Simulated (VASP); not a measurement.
# SnO (P4/nmm) in VASP: a series of runs

Runs on SnO. Level: PBE+D3(BJ). Tasks: single point, relaxation of shape and atoms at fixed volume.

All numbers are computed with VASP 6.6.1; they aren't measurements. Logs are shortened: lines on timing, memory, paths and dates and some standing lists are left out, and cuts for length are marked.

## (1) The cell of the first run

Symmetry: P4/nmm, No. 129, tetragonal system. The conventional cell has a = 3.833 Å, b = 3.833 Å, c = 4.754 Å, α = 90.00°, β = 90.00°, γ = 90.00°. Sn (site symmetry 4mm) has 4 O at 2.24 Å within 3.0 Å. Within 3.0 Å of O (site symmetry -4m2) lie 4 Sn at 2.24 Å and 4 O at 2.71 Å.

## (2) Single point, PBE+D3(BJ)

INCAR

```
  ALGO = Normal
  EDIFF = 1E-7
  ENCUT = 520
  GGA = PE
  ISIF = 2
  ISMEAR = 0
  IVDW = 12
  LASPH = True
  LCHARG = True
  LELF = True
  LREAL = False
  LVHAR = True
  LWAVE = False
  NBANDS = 28
  NELM = 80
  PREC = Accurate
  SIGMA = 0.05
```

KPOINTS

```
k-points
0
Gamma
  10 10 8
```

POSCAR

```
SnO
1.0
    3.8332191953      0.0000000000      0.0000000000
    0.0000000000      3.8332191953      0.0000000000
    0.0000000000      0.0000000000      4.7537567951
Sn O
2 2
Direct
    0.5000000000      0.0000000000      0.2439836877
    0.0000000000      0.5000000000      0.7560163123
    0.0000000000      0.0000000000      0.0000000000
    0.5000000000      0.5000000000      0.0000000000
```

Potentials or basis: VASP PAW PBE potentials, release 64 (Sn_d, O).

Launch:

```sh
> cat potpaw_PBE.64/Sn_d/POTCAR potpaw_PBE.64/O/POTCAR > POTCAR
> mpirun -np 1 vasp_std > vasp.out
```

OUTCAR:

```text
EDIFF = 1E-7
   ENCUT = 520
   GGA = PE
   ISIF = 2
   ISMEAR = 0
   IVDW = 12
   LASPH = True
   LREAL = False
   NELM = 80
   PREC = Accurate
 IVDW          = 12

 ion  position               nearest neighbor table
   1  0.500  0.000  0.244-   3 2.24   4 2.24   4 2.24   3 2.24   2 3.57   2 3.57   2 3.57   2 3.57
                             2 3.64   2 3.64   2 3.64   2 3.64
   2  0.000  0.500  0.756-   3 2.24   4 2.24   3 2.24   4 2.24   1 3.57   1 3.57   1 3.57   1 3.57
                             1 3.64   1 3.64   1 3.64   1 3.64
   3  0.000  0.000  0.000-   1 2.24   2 2.24   2 2.24   1 2.24
   4  0.500  0.500  0.000-   1 2.24   2 2.24   1 2.24   2 2.24

  LATTYP: Found a simple tetragonal cell.
 ALAT       =     3.8332191953
 C/A-ratio  =     1.2401473938

  Lattice vectors:

 A1 = (   3.8332191953,   0.0000000000,   0.0000000000)
 A2 = (   0.0000000000,   3.8332191953,   0.0000000000)
 A3 = (   0.0000000000,   0.0000000000,   4.7537567951)

Analysis of symmetry for initial positions (statically):
=====================================================================
 Subroutine PRICEL returns:
 Original cell was already a primitive cell.

 Routine SETGRP: Setting up the symmetry group for a
 simple tetragonal supercell.

 Subroutine GETGRP returns: Found 16 space group operations
 (whereof  8 operations were pure point group operations)
 out of a pool of 16 trial point group operations.

The static configuration has the point symmetry D_2d.
 The point group associated with its full space group is D_4h.

Analysis of symmetry for dynamics (positions and initial velocities):
=====================================================================
 Subroutine PRICEL returns:
 Original cell was already a primitive cell.

 Routine SETGRP: Setting up the symmetry group for a
 simple tetragonal supercell.

 Subroutine GETGRP returns: Found 16 space group operations
 (whereof  8 operations were pure point group operations)
 out of a pool of 16 trial point group operations.

The dynamic configuration has the point symmetry D_2d.
 The point group associated with its full space group is D_4h.

 Subroutine INISYM returns: Found 16 space group operations
 (whereof  8 operations are pure point group operations),
 and found     1 'primitive' translations

----------------------------------------------------------------------------------------

[... 96 lines left out ...]
   EDIFF  = 0.1E-06   stopping-criterion for ELM
   LREAL  =      F    real-space projection
   EDIFFG = 0.1E-05   stopping-criterion for IOM
   NSW    =      0    number of steps for IOM
   IBRION =     -1    ionic relax: 0-MD 1-quasi-New 2-CG
   NFREE  =      0    steps in history (QN), initial steepest desc. (CG)
   ISIF   =      2    stress and relaxation
   ISYM   =      2    0-nonsym 1-usesym 2-fastsym
   POTIM  = 0.5000    time-step for ionic-motion
   TEBEG  =    0.0;   TEEND  =   0.0 temperature during run
   PSTRESS=    0.0 pullay stress
   NELECT =      40.0000    total number of electrons
   NUPDOWN=      -1.0000    fix difference up-down
   EMIN   =  10.00;   EMAX   =-10.00  energy-range for DOS
   EFERMI =   0.00;   METHOD = LEGACY
   ISMEAR =     0;   SIGMA  =   0.05  broadening in eV -4-tet -1-fermi 0-gaus
   EFERMI_NEDOS =   21; number of points for ismear=-14 and -15
   IALGO  =     38    algorithm
   IMIX   =      4    mixing-type and parameters
     AMIX     =   0.40;   BMIX     =  1.00
     AMIX_MAG =   1.60;   BMIX_MAG =  1.00
  volume/ion in A,a.u.               =      17.46       117.84
  Fermi-wavevector in a.u.,A,eV,Ry     =   1.359482  2.569048 25.146163  1.848191
  Thomas-Fermi vector in A             =   2.486226
   LORBIT       =      0    0 simple, 1 ext, 2 COOP (PROOUT), +10 PAW based schemes
   GGA     = PE    functional components
   LHFCALC =     F    Hartree Fock is set to
   AEXX    =    0.0000 exact exchange contribution
   IVDW    =    12    specifies the selected vdW correction
   LEPSILON=     F    determine dielectric tensor
   LRPA    =     F    only Hartree local field effects (RPA)
 non-spin polarized calculation
 Gauss-broadening in eV      SIGMA  =   0.05
  energy-cutoff  :      520.00
  volume of cell :       69.85
 maximum number of plane-waves:      1912
 NGX is ok and might be reduce to    30
   NGX = 15   NGY = 15   NGZ = 17

 number of electron      40.0000018 magnetization

 Free energy of the ion-electron system (eV)
  ---------------------------------------------------
  ext. energy  EPLUGINS =         0.00000000
  ---------------------------------------------------
  free energy    TOTEN  =       -22.68610098 eV

  energy without entropy =      -22.68585045  energy(sigma->0) =      -22.68597571

 E-fermi :   7.1628     XC(G=0): -10.2948

 val. band max:        7.1383388980   @ k =   0.1000   0.0000   0.0000
 cond. band min:       7.3664595256   @ k =   0.5000   0.5000   0.1250
 fundamental gap:      0.2281206277
 Fermi energy:         7.1627848865

 k-point     1 :       0.0000    0.0000    0.0000
  band No.  band energies     occupation
      1     -14.8008      2.00000
      2     -14.4069      2.00000
      3     -14.4069      2.00000
      4     -14.3977      2.00000
      5     -14.3672      2.00000
      6     -14.3587      2.00000
[... 733 lines left out ...]
     27      14.2939      0.00000
     28      16.5401      0.00000

 [... further k-points ...]

------------------------ aborting loop because EDIFF is reached ----------------------------------------

 Edisp (eV)   -0.94237

 E8    (eV) :    -0.4089

  FORCE on cell =-STRESS in cart. coord.  units (eV):
  Direction    XX          YY          ZZ          XY          YZ          ZX
  --------------------------------------------------------------------------------------
  -------------------------------------------------------------------------------------
  Total       0.16083     0.16083     0.11895     0.00000     0.00000     0.00000
  in kB       3.68912     3.68912     2.72844     0.00000     0.00000     0.00000
  external pressure =        3.37 kB  Pullay stress =        0.00 kB

 VOLUME and BASIS-vectors are now :
 -----------------------------------------------------------------------------
  energy-cutoff  :      520.00
  volume of cell :       69.85
      direct lattice vectors                 reciprocal lattice vectors
     3.833219195  0.000000000  0.000000000     0.260877333  0.000000000  0.000000000
     0.000000000  3.833219195  0.000000000     0.000000000  0.260877333  0.000000000
     0.000000000  0.000000000  4.753756795     0.000000000  0.000000000  0.210359941

 POSITION                                       TOTAL-FORCE (eV/Angst)
 -----------------------------------------------------------------------------------
      1.91661      0.00000      1.15984        -0.000000      0.000000      0.073259
      0.00000      1.91661      3.59392         0.000000      0.000000     -0.073259
      0.00000      0.00000      0.00000         0.000000     -0.000000     -0.000000
      1.91661      1.91661      0.00000        -0.000000      0.000000     -0.000000
 -----------------------------------------------------------------------------------
    total drift:                                0.000000      0.000000     -0.000000

  FREE ENERGIE OF THE ION-ELECTRON SYSTEM (eV)
  ---------------------------------------------------
  free  energy   TOTEN  =       -23.6284689417 eV

  energy  without entropy=      -23.6282184097  energy(sigma->0) =      -23.62834368
```

stdout:

```text
POSCAR found type information on POSCAR SnO
 POSCAR found :  2 types and       4 ions
 scaLAPACK will be used
 LDA part: xc-table for (Slater+PW92), standard interpolation
 POSCAR, INCAR and KPOINTS ok, starting setup
 FFT: planning ... GRIDC
 FFT: planning ... GRID_SOFT
 FFT: planning ... GRID
 WAVECAR not read
 entering main loop
```

Run time: 82 s. Hardware: 1 thread of Intel Xeon 6975P-C (Granite Rapids), shared host; peak memory 0.29 GiB.

What came out:

| Quantity | Value |
| --- | --- |
| Free energy | -23.6285 eV |
| Pressure | 0.3 GPa |
| Largest force | 0.073 eV/Å |
| Band gap on the k mesh | zero (bands 20 and 21 overlap by 0.02 eV) |
| Dispersion energy per atom | -0.236 eV |

Forces on the atoms (eV/Å):
```
Sn   0.000  0.000  0.073
Sn   0.000  0.000 -0.073
O    0.000  0.000  0.000
O    0.000  0.000  0.000
```

Levels at points of the mesh, in eV from the Fermi level:
| k point | band 17 | band 18 | band 19 | band 20 | band 21 | band 22 | band 23 | band 24 |
| --- | --- | --- | --- | --- | --- | --- | --- | --- |
| (0.00, 0.00, 0.00) | -3.38 | -3.08 | -3.08 | -0.03 | 2.15 | 4.49 | 4.49 | 4.67 |
| (0.50, 0.00, 0.00) | -4.73 | -4.73 | -2.71 | -2.71 | 3.27 | 3.27 | 5.77 | 5.77 |
| (0.50, 0.50, 0.00) | -2.43 | -2.43 | -1.89 | -1.89 | -0.05 | -0.05 | 4.52 | 4.52 |
| (0.00, 0.00, 0.50) | -3.10 | -3.10 | -3.02 | -2.12 | 1.70 | 2.78 | 2.78 | 3.54 |
| (0.50, 0.00, 0.50) | -4.68 | -4.68 | -1.71 | -1.71 | 2.68 | 2.68 | 5.25 | 5.25 |
| (0.50, 0.50, 0.50) | -2.78 | -2.78 | -2.43 | -2.43 | 2.30 | 2.30 | 4.21 | 4.21 |

Caveat: semilocal functionals underestimate gaps, and a narrow one can read as zero; spin-orbit coupling is left out, which moves the levels of the heavy elements.

## (3) Relaxation of shape and atoms at fixed volume, PBE+D3(BJ)

INCAR

```
PREC     = Accurate       # precision mode
ENCUT    = 600            # plane-wave cutoff, eV
EDIFF    = 1E-6           # SCF threshold, eV
ISMEAR   = 0              # smearing method
SIGMA    = 0.05           # smearing width, eV
LREAL    = F              # projectors in reciprocal space
LASPH    = T              # aspherical terms in the spheres
NELM     = 60             # most SCF steps
ALGO     = Normal         # electronic algorithm
ISIF     = 4              # what is computed and relaxed
LWAVE    = F              # write WAVECAR
LCHARG   = F              # write CHGCAR
GGA      = PE             # functional
IVDW     = 12             # dispersion correction
IBRION   = 2              # ionic algorithm
NSW      = 60             # ionic steps
EDIFFG   = -0.01          # ionic threshold
```

KPOINTS

```
regular mesh
0
Gamma
  10 10 8
```

POSCAR

```
SnO
1.0
    3.7986000000      0.0000000000      0.0000000000
    0.0000000000      3.7986000000      0.0000000000
    0.0000000000      0.0000000000      4.8408000000
Sn O
2 2
Direct
    0.5000000000      0.0000000000      0.2369000000
    0.0000000000      0.5000000000      0.7631000000
    0.0000000000      0.0000000000      0.0000000000
    0.5000000000      0.5000000000      0.0000000000
```

Potentials or basis: VASP PAW PBE potentials, release 64 (Sn_d, O).

Launch:

```sh
> cat potpaw_PBE.64/Sn_d/POTCAR potpaw_PBE.64/O/POTCAR > POTCAR
> mpirun -np 1 vasp_std > vasp.out
```

Run time: 3.9 min. Hardware: 1 thread of Intel Xeon 6975P-C (Granite Rapids), shared host; peak memory 0.33 GiB.

It converged, with:

- Free energy: -23.6334 eV
- Energy gained by relaxing: 6.9 meV/atom
- Ionic steps: 5
- Pressure after relaxing: 0.0 GPa
- Largest force after relaxing: 0.009 eV/Å
- Band gap on the k mesh: zero (bands 20 and 21 overlap by 0.04 eV)
- Dispersion energy per atom: -0.236 eV

Forces on the atoms (eV/Å):
```
Sn   0.000  0.000  0.009
Sn   0.000  0.000 -0.009
O    0.000  0.000  0.000
O    0.000  0.000  0.000
```

Step by step:
```
step  energy change (eV)  largest force (eV/Å)  pressure (GPa)  volume (Å³)
   1              0.0000                0.6014            2.84        69.85
   2             -0.0217                0.0697            0.87        69.85
   3             -0.0225                0.0515            0.44        69.85
   4             -0.0261                0.0213            0.27        69.85
   5             -0.0278                0.0090            0.03        69.85
```

Final structure:
```
Sn O
1.0
     3.83561    0.00000    0.00000
     0.00000    3.83561    0.00000
     0.00000    0.00000    4.74784
Sn O
2 2
Direct
  0.50000 0.00000 0.24479
  0.00000 0.50000 0.75521
  0.00000 0.00000 0.00000
  0.50000 0.50000 0.00000
```

Levels at points of the mesh, in eV from the Fermi level:
```tsv
k point	band 16	band 17	band 18	band 19	band 20	band 21	band 22	band 23	band 24
(0.00, 0.00, 0.00)	-6.11	-3.36	-3.06	-3.06	-0.02	2.16	4.47	4.47	4.71
(0.50, 0.00, 0.00)	-4.83	-4.70	-4.70	-2.71	-2.71	3.28	3.28	5.76	5.76
(0.50, 0.50, 0.00)	-4.94	-2.41	-2.41	-1.89	-1.89	-0.06	-0.06	4.52	4.52
(0.00, 0.00, 0.50)	-3.45	-3.08	-3.08	-3.01	-2.11	1.72	2.77	2.77	3.53
(0.50, 0.00, 0.50)	-5.36	-4.65	-4.65	-1.70	-1.70	2.69	2.69	5.23	5.23
(0.50, 0.50, 0.50)	-5.49	-2.78	-2.78	-2.41	-2.41	2.29	2.29	4.23	4.23
```

Caveat: semilocal functionals underestimate gaps, and a narrow one can read as zero; spin-orbit coupling is left out, which moves the levels of the heavy elements.

The gap in the log of VASP goes by the Fermi energy; the results here count the filled bands.